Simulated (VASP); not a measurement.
A run of VASP 6.6.1 is set up as follows.

File INCAR:

```
SYSTEM = SrTiAu2O3
PREC     = Accurate       ! precision mode
ENCUT    = 520            ! plane-wave cutoff, eV
EDIFF    = 1E-6           ! SCF threshold, eV
ISMEAR   = 0              ! smearing method
SIGMA    = 0.1            ! smearing width, eV
LREAL    = .FALSE.        ! projectors in reciprocal space
LASPH    = .TRUE.         ! aspherical terms in the spheres
NELM     = 120            ! most SCF steps
ALGO     = Normal         ! electronic algorithm
ISIF     = 2              ! what is computed and relaxed
LWAVE    = .FALSE.        ! write WAVECAR
LCHARG   = .FALSE.        ! write CHGCAR
NBANDS   = 109            ! bands
GGA_COMPAT= .FALSE.      
KPAR     = 4
```

Contents of KPOINTS:

```
Automatic mesh
0
G
  9 9 2
  0 0 0
```

The input POSCAR:

```
SrTiAu2O3
1.0
    3.8540230011      0.0000000000      0.0000000000
    0.0000000000      3.8540230011      0.0000000000
    0.0000000000      0.0000000000     20.4310571091
Ti O Sr Au
3 9 3 6
Direct
    0.5000000000      0.5000000000      0.0244725467
    0.5000000000      0.5000000000      0.2131080628
    0.5000000000      0.5000000000      0.4017435788
    0.0000000000      0.5000000000      0.0244725467
    0.5000000000      0.0000000000      0.0244725467
    0.5000000000      0.5000000000      0.1187903048
    0.0000000000      0.5000000000      0.2131080628
    0.5000000000      0.0000000000      0.2131080628
    0.5000000000      0.5000000000      0.3074258208
    0.0000000000      0.5000000000      0.4017435788
    0.5000000000      0.0000000000      0.4017435788
    0.5000000000      0.5000000000      0.4960613368
    0.0000000000      0.0000000000      0.1187903048
    0.0000000000      0.0000000000      0.3074258208
    0.0000000000      0.0000000000      0.4960613368
    0.5000000000      0.5000000000      0.6619852037
    1.0000000000      1.0000000000      0.6619852037
   -0.0021081873      0.5000000000      0.7690770586
    0.4978918127      1.0000000000      0.7690770586
   -0.5042163747      0.5000000000      0.8761689135
   -0.0042163747      1.0000000000      0.8761689135
```

Potentials or basis: VASP PAW LDA potentials, release 64 (Ti_sv, O, Sr_sv, Au).

Launch:

```sh
$ cat potpaw_LDA.64/Ti_sv/POTCAR potpaw_LDA.64/O/POTCAR potpaw_LDA.64/Sr_sv/POTCAR potpaw_LDA.64/Au/POTCAR > POTCAR
$ mpirun -np 4 vasp_std > vasp.out
```

**Question.** Estimate the band gap on the k mesh.

**Answer.** Zero (bands 93 and 94 overlap by 1.14 eV).

**Question.** What does it give for the largest force?

**Answer.** 1.673 eV/Å.

**Question.** Predict the pressure.

**Answer.** -2.7 GPa.

Forces in eV/Å, atoms in the order of the input:
```
Ti   0.001  0.000  1.413
Ti   0.000  0.000  0.940
Ti   0.000  0.000  1.673
O    0.000  0.000 -0.215
O    0.001  0.000 -0.215
O    0.000  0.000 -1.322
O    0.000  0.000 -0.192
O    0.000  0.000 -0.192
O    0.000  0.000 -0.883
O    0.000  0.000 -0.237
O    0.000  0.000 -0.237
O    0.000  0.000  0.319
Sr   0.000  0.000 -0.354
Sr   0.000  0.000  0.213
Sr   0.000  0.000 -0.688
Au  -0.004  0.000 -0.297
Au  -0.005  0.000  0.087
Au  -0.001  0.000  0.007
Au   0.000  0.000  0.007
Au   0.005  0.000  0.020
Au   0.003  0.000  0.154
```

Caveat: spin-orbit coupling is left out, which moves the levels of the heavy elements.
